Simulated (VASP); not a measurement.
**Zr2NbC3: single point with PBE**

Crystal: Zr2NbC3.

```xyz
6
Lattice="3.3863 -3.6299 0.0000 3.3863 3.6299 0.0000 0.0000 0.0000 3.3214" Properties=species:S:1:pos:R:3 pbc="T T T"
Zr    1.6932   -1.8150    1.6607
Zr    1.6932    1.8150    1.6607
Nb    0.0000    0.0000    0.0000
C     3.3863   -1.5607    0.0000
C     3.3863    1.5607    0.0000
C     3.3863    0.0000    1.6607
```

* Program: VASP 6.6.1
* Task: single point
* Functional: PBE
* Potentials or basis: VASP PAW PBE potentials, release 64 (Zr_sv, Nb_sv, C)
* Cutoff: 600 eV
* k mesh: 4 × 4 × 6
* Occupations: gaussian, width 0.1 eV
* Spin: collinear spin, ferromagnetic start
* Starting moments: [1.0, 1.0, 1.0, 0.0, 0.0, 0.0] μB
* Dipole correction: no
* Further INCAR settings: ALGO = Normal; EDIFF = 1e-06; NBANDS = 38

```
Pressure                                              : 0.0 GPa
Net moment                                            : 0.00 μB per cell
Valence electrons inside the program's atomic spheres : Zr 9.86; Nb 10.82; C 2.30, 2.12
```

Stress tensor (GPa, compression positive):
```
 0.30  0.00  0.00
 0.00 -0.19  0.00
 0.00  0.00 -0.04
```

Levels at points of the mesh, in eV from the Fermi level:
Spin up:
| k point | band 21 | band 22 | band 23 | band 24 | band 25 | band 26 | band 27 | band 28 | band 29 | band 30 |
| --- | --- | --- | --- | --- | --- | --- | --- | --- | --- | --- |
| (0.00, 0.00, 0.00) | -1.91 | -1.53 | -0.68 | -0.21 | 0.55 | 0.89 | 1.41 | 2.61 | 2.87 | 2.98 |
| (0.50, 0.00, 0.00) | -1.92 | -1.89 | -0.38 | 0.02 | 0.04 | 0.41 | 1.41 | 1.65 | 1.94 | 2.45 |
| (0.50, 0.50, 0.00) | -1.52 | -1.41 | -0.99 | -0.95 | 0.19 | 0.44 | 0.78 | 1.43 | 2.20 | 3.07 |
| (0.00, 0.00, 0.50) | -1.24 | -1.15 | -1.08 | -0.62 | -0.38 | 0.44 | 0.54 | 3.13 | 3.16 | 3.47 |
| (0.50, 0.00, 0.50) | -2.09 | -1.92 | -1.72 | -1.06 | -0.54 | 1.49 | 1.81 | 2.17 | 2.46 | 3.90 |
| (0.50, 0.50, 0.50) | -1.94 | -1.55 | -0.69 | -0.60 | -0.58 | 0.65 | 2.61 | 3.05 | 3.55 | 3.63 |
Spin down:
```csv
k point,band 23,band 24,band 25,band 26,band 27,band 28
"(0.00, 0.00, 0.00)",-0.68,-0.21,0.55,0.89,1.41,2.61
"(0.50, 0.00, 0.00)",-0.38,0.02,0.04,0.41,1.41,1.65
"(0.50, 0.50, 0.00)",-0.99,-0.95,0.19,0.44,0.78,1.43
"(0.00, 0.00, 0.50)",-1.08,-0.62,-0.38,0.44,0.54,3.13
"(0.50, 0.00, 0.50)",-1.72,-1.06,-0.54,1.49,1.81,2.17
"(0.50, 0.50, 0.50)",-0.69,-0.60,-0.58,0.65,2.61,3.05
```

Run time: 5.7 min on 1 thread of Intel Xeon 8259CL, with other jobs on the host, peak memory 0.34 GiB.
